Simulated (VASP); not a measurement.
# SiF2 (Pnnm) in VASP: further runs

SiF2 is run at these levels: PBE; tasks: single point, relaxation of cell and atoms.

All numbers are computed with VASP 6.6.1; they aren't measurements. Logs are shortened: lines on timing, memory, paths and dates and some standing lists are left out, and cuts for length are marked.

**1. The cell of the first run**

The structure is orthorhombic, space group Pnnm (No. 58). The conventional cell has a = 4.139 Å, b = 5.052 Å, c = 3.154 Å, α = 90.00°, β = 90.00°, γ = 90.00°. Within 2.8 Å of Si (site symmetry 2/m) lie 6 F at 2.09 to 2.10 Å. F (site symmetry m) has 1 F at 2.06 Å and 3 Si at 2.09 to 2.10 Å within 2.7 Å.

**2. Single point, PBE**

The input, INCAR:

```
ALGO = Normal ; EDIFF = 1E-7
ENCUT = 520 ; GGA = PE
ISIF = 2 ; ISMEAR = 0
LASPH = T ; LCHARG = F
LREAL = F ; LWAVE = F
NBANDS = 27 ; NELM = 60
PREC = Accurate ; SIGMA = 0.1
```

The input, KPOINTS:

```
k-points
0
Gamma
  4 4 6
```

The input, POSCAR:

```
SiF2
1.0
    4.1389524243      0.0000000000      0.0000000000
    0.0000000000      5.0515594926      0.0000000000
    0.0000000000      0.0000000000      3.1535230368
Si F
2 4
Direct
    0.0000000000      0.0000000000      0.0000000000
    0.5000000000      0.5000000000      0.5000000000
    0.2004000000      0.3787000000      0.0000000000
    0.7996000000      0.6213000000      0.0000000000
    0.7004000000      0.1213000000      0.5000000000
    0.2996000000      0.8787000000      0.5000000000
```

Potentials or basis: VASP PAW PBE potentials, release 64 (Si, F).

Run with:

```
$ cat potpaw_PBE.64/Si/POTCAR potpaw_PBE.64/F/POTCAR > POTCAR
$ mpirun -np 1 vasp_std > vasp.out
```

OUTCAR:

```text
EDIFF = 1E-7
   ENCUT = 520
   GGA = PE
   ISIF = 2
   ISMEAR = 0
   LASPH = T
   LREAL = F
   NELM = 60
   PREC = Accurate

 ion  position               nearest neighbor table
   1  0.000  0.000  0.000-   3 2.09   4 2.09   5 2.10   6 2.10   5 2.10   6 2.10
   2  0.500  0.500  0.500-   5 2.09   6 2.09   3 2.10   4 2.10   3 2.10   4 2.10
   3  0.200  0.379  0.000-   1 2.09   2 2.10   2 2.10
   4  0.800  0.621  0.000-   1 2.09   2 2.10   2 2.10
   5  0.700  0.121  0.500-   2 2.09   1 2.10   1 2.10
   6  0.300  0.879  0.500-   2 2.09   1 2.10   1 2.10

  LATTYP: Found a simple orthorhombic cell.
 ALAT       =     3.1535230368
 B/A-ratio  =     1.3124852351
 C/A-ratio  =     1.6018781007

  Lattice vectors:

 A1 = (   0.0000000000,   0.0000000000,   3.1535230368)
 A2 = (   4.1389524243,   0.0000000000,   0.0000000000)
 A3 = (   0.0000000000,   5.0515594926,   0.0000000000)

Analysis of symmetry for initial positions (statically):
=====================================================================
 Subroutine PRICEL returns:
 Original cell was already a primitive cell.

 Routine SETGRP: Setting up the symmetry group for a
 simple orthorhombic supercell.

 Subroutine GETGRP returns: Found  8 space group operations
 (whereof  4 operations were pure point group operations)
 out of a pool of  8 trial point group operations.

The static configuration has the point symmetry C_2h.
 The point group associated with its full space group is D_2h.

Analysis of symmetry for dynamics (positions and initial velocities):
=====================================================================
 Subroutine PRICEL returns:
 Original cell was already a primitive cell.

 Routine SETGRP: Setting up the symmetry group for a
 simple orthorhombic supercell.

 Subroutine GETGRP returns: Found  8 space group operations
 (whereof  4 operations were pure point group operations)
 out of a pool of  8 trial point group operations.

The dynamic configuration has the point symmetry C_2h.
 The point group associated with its full space group is D_2h.

 Subroutine INISYM returns: Found  8 space group operations
 (whereof  4 operations are pure point group operations),
 and found     1 'primitive' translations

----------------------------------------------------------------------------------------

                                     Primitive cell

[... 100 lines left out ...]
   EDIFFG = 0.1E-05   stopping-criterion for IOM
   NSW    =      0    number of steps for IOM
   IBRION =     -1    ionic relax: 0-MD 1-quasi-New 2-CG
   NFREE  =      0    steps in history (QN), initial steepest desc. (CG)
   ISIF   =      2    stress and relaxation
   ISYM   =      2    0-nonsym 1-usesym 2-fastsym
   POTIM  = 0.5000    time-step for ionic-motion
   TEBEG  =    0.0;   TEEND  =   0.0 temperature during run
   PSTRESS=    0.0 pullay stress
   NELECT =      36.0000    total number of electrons
   NUPDOWN=      -1.0000    fix difference up-down
   EMIN   =  10.00;   EMAX   =-10.00  energy-range for DOS
   EFERMI =   0.00;   METHOD = LEGACY
   ISMEAR =     0;   SIGMA  =   0.10  broadening in eV -4-tet -1-fermi 0-gaus
   EFERMI_NEDOS =   21; number of points for ismear=-14 and -15
   IALGO  =     38    algorithm
   IMIX   =      4    mixing-type and parameters
     AMIX     =   0.40;   BMIX     =  1.00
     AMIX_MAG =   1.60;   BMIX_MAG =  1.00
  volume/ion in A,a.u.               =      10.99        74.16
  Fermi-wavevector in a.u.,A,eV,Ry     =   1.338048  2.528544 24.359496  1.790372
  Thomas-Fermi vector in A             =   2.466549
   LORBIT       =      0    0 simple, 1 ext, 2 COOP (PROOUT), +10 PAW based schemes
   GGA     = PE    functional components
   LHFCALC =     F    Hartree Fock is set to
   AEXX    =    0.0000 exact exchange contribution
   IVDW    =     0    specifies the selected vdW correction
   LEPSILON=     F    determine dielectric tensor
   LRPA    =     F    only Hartree local field effects (RPA)
 non-spin polarized calculation
 Gauss-broadening in eV      SIGMA  =   0.10
  energy-cutoff  :      520.00
  volume of cell :       65.93
 maximum number of plane-waves:      1800
 NGX is ok and might be reduce to    32
   NGX = 15   NGY = 19   NGZ = 11

 number of electron      35.9999987 magnetization

 Free energy of the ion-electron system (eV)
  ---------------------------------------------------
  ext. energy  EPLUGINS =         0.00000000
  ---------------------------------------------------
  free energy    TOTEN  =       -25.49343645 eV

  energy without entropy =      -25.49343645  energy(sigma->0) =      -25.49343645

 E-fermi :   7.1134     XC(G=0): -10.5199

 val. band max:        6.6354881863   @ k =   0.0000   0.0000   0.3333
 cond. band min:       7.7856712930   @ k =   0.5000   0.5000   0.0000
 fundamental gap:      1.1501831068
 Fermi energy:         7.1133821245

 k-point     1 :       0.0000    0.0000    0.0000
  band No.  band energies     occupation
      1     -19.9257      2.00000
      2     -19.1048      2.00000
      3     -18.5372      2.00000
      4     -18.4291      2.00000
      5      -4.4026      2.00000
      6      -2.4251      2.00000
[... 709 lines left out ...]
     26      14.8448      0.00000
     27      17.9130      0.00000

 [... further k-points ...]

------------------------ aborting loop because EDIFF is reached ----------------------------------------

  FORCE on cell =-STRESS in cart. coord.  units (eV):
  Direction    XX          YY          ZZ          XY          YZ          ZX
  --------------------------------------------------------------------------------------
  -------------------------------------------------------------------------------------
  Total       15.8594990     13.0079952     11.3636674      0.0000000      0.0000000      0.0000000
  in kB      385.3790757    316.0887489    276.1322809      0.0000000      0.0000000      0.0000000
  external PRESSURE =     325.8667018 kB  Pullay stress =       0.0000000 kB

 VOLUME and BASIS-vectors are now :
 -----------------------------------------------------------------------------
  energy-cutoff  :      520.00
  volume of cell :       65.93
      direct lattice vectors                 reciprocal lattice vectors
     4.138952424  0.000000000  0.000000000     0.241607029  0.000000000  0.000000000
     0.000000000  5.051559493  0.000000000     0.000000000  0.197958670  0.000000000
     0.000000000  0.000000000  3.153523037     0.000000000  0.000000000  0.317105659

 POSITION                                       TOTAL-FORCE (eV/Angst)
 -----------------------------------------------------------------------------------
      0.00000      0.00000      0.00000        -0.000000      0.000000      0.000000
      2.06948      2.52578      1.57676        -0.000000      0.000000      0.000000
      0.82945      1.91303      0.00000         1.386246     -1.311944     -0.000000
      3.30951      3.13853      0.00000        -1.386246      1.311944      0.000000
      2.89892      0.61275      1.57676         1.386246      1.311944      0.000000
      1.24003      4.43881      1.57676        -1.386246     -1.311944     -0.000000
 -----------------------------------------------------------------------------------
    total drift:                                0.000000     -0.000000      0.000000

  FREE ENERGIE OF THE ION-ELECTRON SYSTEM (eV)
  ---------------------------------------------------
  free  energy   TOTEN  =       -25.4934364524 eV

  energy  without entropy=      -25.4934364524  energy(sigma->0) =      -25.49343645
```

It took 48 s on 1 thread of Intel Xeon Platinum 8488C (Sapphire Rapids), shared host; peak memory 0.19 GiB.

What came out:

```
Free energy            : -25.4934 eV
Pressure               : 32.6 GPa
Largest force          : 1.909 eV/Å
Band gap on the k mesh : 1.15 eV, indirect (least direct gap 2.19 eV)
```

Forces in eV/Å, atoms in the order of the input:
```
Si   0.000  0.000  0.000
Si   0.000  0.000  0.000
F    1.386 -1.312  0.000
F   -1.386  1.312  0.000
F    1.386  1.312  0.000
F   -1.386 -1.312  0.000
```

Caveat: forces of over 1 eV/Å act on the atoms, so gaps and moduli don't describe the material at rest. A k mesh can miss the band edges.

**3. Relaxation of cell and atoms, PBE**

The input, INCAR:

```
SYSTEM = SiF2
PREC = Accurate ; ENCUT = 600
EDIFF = 1E-6 ; ISMEAR = 0
SIGMA = 0.1 ; LREAL = .False.
LASPH = .True. ; NELM = 100
ALGO = Normal ; ISIF = 3
LWAVE = .False. ; LCHARG = .False.
GGA = PE ; IBRION = 2
NSW = 90 ; EDIFFG = -0.04
```

The input, KPOINTS:

```
Automatic mesh
0
Gamma
  4 4 6
  0 0 0
```

POSCAR is that of step 2.

Potentials or basis: VASP PAW PBE potentials, release 64 (Si, F).

Run with:

```
$ cat potpaw_PBE.64/Si/POTCAR potpaw_PBE.64/F/POTCAR > POTCAR
$ mpirun -np 1 vasp_std > vasp.out
```

Wall time 8.5 min (1 thread of Intel Xeon Platinum 8488C (Sapphire Rapids), shared host); peak memory 0.21 GiB.

The run converged. Its results:

| Item | Value |
| --- | --- |
| Free energy | -27.9999 eV |
| Relaxed volume | 14.69 Å³/atom |
| Relaxed cell | a = 4.791 Å, b = 5.177 Å, c = 3.554 Å, α = 90.00°, β = 90.00°, γ = 90.00° |
| Space group after relaxing (to 0.05 Å) | Pnnm (No. 58) |
| Energy gained by relaxing | 416.0 meV/atom |
| Ionic steps | 14 |
| Pressure after relaxing | 0.2 GPa |
| Largest force after relaxing | 0.030 eV/Å |
| Band gap on the k mesh | 1.84 eV, indirect (least direct gap 1.91 eV) |

Forces on the atoms (eV/Å):
```
Si   0.000  0.000  0.000
Si   0.000  0.000  0.000
F   -0.006 -0.030  0.000
F    0.006  0.030  0.000
F   -0.006  0.030  0.000
F    0.006 -0.030  0.000
```

Stress tensor (GPa, compression positive):
```
 0.41  0.00  0.00
 0.00  0.43  0.00
 0.00  0.00 -0.33
```

Step by step:
| step | energy change (eV) | largest force (eV/Å) | pressure (GPa) | volume (Å³) |
| --- | --- | --- | --- | --- |
| 1 | 0.0000 | 1.9077 | 32.46 | 65.93 |
| 2 | -1.9294 | 0.8570 | -4.59 | 89.52 |
| 3 | -1.9527 | 0.8926 | -1.83 | 86.12 |
| 4 | -1.9534 | 0.8871 | -2.20 | 86.56 |
| 5 | -2.1202 | 0.6204 | -0.60 | 85.35 |
| 6 | -2.2711 | 0.2363 | 3.82 | 82.66 |
| 7 | -2.3724 | 0.2056 | -0.40 | 87.21 |
| 8 | -2.3784 | 0.2019 | -1.60 | 88.65 |
| 9 | -2.4178 | 0.1527 | -1.15 | 88.56 |
| 10 | -2.4695 | 0.0865 | -0.25 | 88.25 |
| 11 | -2.4746 | 0.0787 | -0.01 | 88.11 |
| 12 | -2.4750 | 0.0751 | 0.03 | 88.04 |
| 13 | -2.4874 | 0.0596 | 0.11 | 88.10 |
| 14 | -2.4961 | 0.0303 | 0.17 | 88.15 |

Final structure:
```yaml
crystal:
  lattice:
    - [4.79144, 0.00000, 0.00000]
    - [0.00000, 5.17666, 0.00000]
    - [0.00000, 0.00000, 3.55398]
  atoms:
    - { symbol: Si, position: [0.00000, 0.00000, 0.00000] }
    - { symbol: Si, position: [0.50000, 0.50000, 0.50000] }
    - { symbol: F, position: [0.28656, 0.30154, 0.00000] }
    - { symbol: F, position: [0.71344, 0.69846, 0.00000] }
    - { symbol: F, position: [0.78656, 0.19846, 0.50000] }
    - { symbol: F, position: [0.21344, 0.80154, 0.50000] }
```

Levels at points of the mesh, in eV from the valence-band top:
| k point | band 14 | band 15 | band 16 | band 17 | band 18 | band 19 | band 20 | band 21 | band 22 |
| --- | --- | --- | --- | --- | --- | --- | --- | --- | --- |
| (0.00, 0.00, 0.00) | -4.93 | -4.54 | -4.35 | -4.16 | -0.07 | 1.84 | 1.93 | 4.03 | 5.87 |
| (0.50, 0.00, 0.00) | -5.06 | -4.46 | -4.46 | -1.90 | -1.90 | 2.41 | 2.41 | 5.22 | 5.22 |
| (0.00, 0.50, 0.00) | -4.98 | -4.35 | -4.35 | -1.94 | -1.94 | 2.55 | 2.55 | 5.18 | 5.18 |
| (0.50, 0.50, 0.00) | -5.20 | -4.60 | -4.60 | -1.65 | -1.65 | 2.19 | 2.19 | 5.57 | 5.57 |
| (0.00, 0.00, 0.50) | -4.92 | -4.71 | -4.71 | -0.80 | -0.80 | 3.46 | 3.46 | 4.18 | 4.18 |
| (0.50, 0.00, 0.50) | -4.70 | -4.46 | -4.46 | -0.66 | -0.66 | 2.48 | 2.48 | 4.11 | 4.11 |
| (0.00, 0.50, 0.50) | -4.69 | -4.66 | -4.66 | -0.66 | -0.66 | 2.40 | 2.40 | 4.25 | 4.25 |
| (0.50, 0.50, 0.50) | -4.53 | -4.47 | -4.47 | -1.52 | -1.52 | 3.80 | 3.80 | 4.08 | 4.08 |

Caveat: the volume moved by over 15 % at a fixed basis, so the end points are rough.
